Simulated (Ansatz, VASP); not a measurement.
**Al3Cu in VASP and in Ansatz**

```
CELL_PARAMETERS angstrom
3.59544 0.00000 0.00000
0.00000 3.59544 0.00000
0.00000 0.00000 4.31309
ATOMIC_POSITIONS crystal
Al 0.00000 0.50000 0.50000
Al 0.50000 0.00000 0.50000
Al 0.50000 0.50000 0.00000
Cu 0.00000 0.00000 0.00000
```

Alike in both runs: task single point; functional LDA; k mesh 12 × 12 × 12; occupations gaussian, width 0.15 eV; no spin polarisation.

```csv
,VASP,Ansatz
version,VASP 6.6.1,Ansatz 0.2.0
potentials or method,"VASP PAW LDA potentials, release 64 (Al, Cu), cutoff 520 eV","scalar-relativistic, plane waves, PAW"
valence electrons in the cell,20,28
```

```csv
,VASP,Ansatz,Ansatz less VASP
gap on the k mesh at the Fermi level (eV),none,none,-
pressure (GPa),5.8,5.7,-0.12
"traceless stress, the component that is largest in VASP (GPa)",-13.22,-13.17,+0.049
```

Ansatz warns that its potentials were made for another functional, while VASP's fit it. LDA's correlation is that of Perdew and Zunger in VASP and of Perdew and Wang (1992) in Ansatz. A gap of «none» marks a metal or a gap that the smearing closes. VASP's potentials hold 20 valence electrons a cell and Ansatz's 28, so a difference there can come from the potentials and not from the codes.
